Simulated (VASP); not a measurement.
Input of a VASP 6.6.1 run:

File INCAR:

```
SYSTEM = CoMo
PREC = Accurate
ENCUT = 520
EDIFF = 1E-6
ISMEAR = -1
SIGMA = 0.05
LREAL = .FALSE.
LASPH = .TRUE.
NELM = 150
ALGO = Normal
ISIF = 2
LWAVE = .FALSE.
LCHARG = .FALSE.
ISPIN = 2
MAGMOM = 0.4 0
LORBIT = 11
LMAXMIX = 4
NBANDS = 22
```

KPOINTS

```
regular mesh
0
G
  14 14 8
  0 0 0
```

File POSCAR:

```
CoMo
1.0
    2.6949279053      0.0000000000      0.0000000000
   -1.3474639526      2.3338760273      0.0000000000
    0.0000000000      0.0000000000      4.1836180000
Co Mo
1 1
Direct
    0.6666666667      0.3333333333      0.5000000000
    0.3333333333      0.6666666667      0.0000000000
```

Potentials or basis: VASP PAW LDA potentials, release 64 (Co, Mo_sv).

The run is started by

```console
$ cat potpaw_LDA.64/Co/POTCAR potpaw_LDA.64/Mo_sv/POTCAR > POTCAR
$ mpirun -np 1 vasp_std > vasp.out
```

(1) Predict the net moment.

(2) What does it give for the pressure?

## Answers

(1) 0.00 μB per cell.

(2) -12.9 GPa.
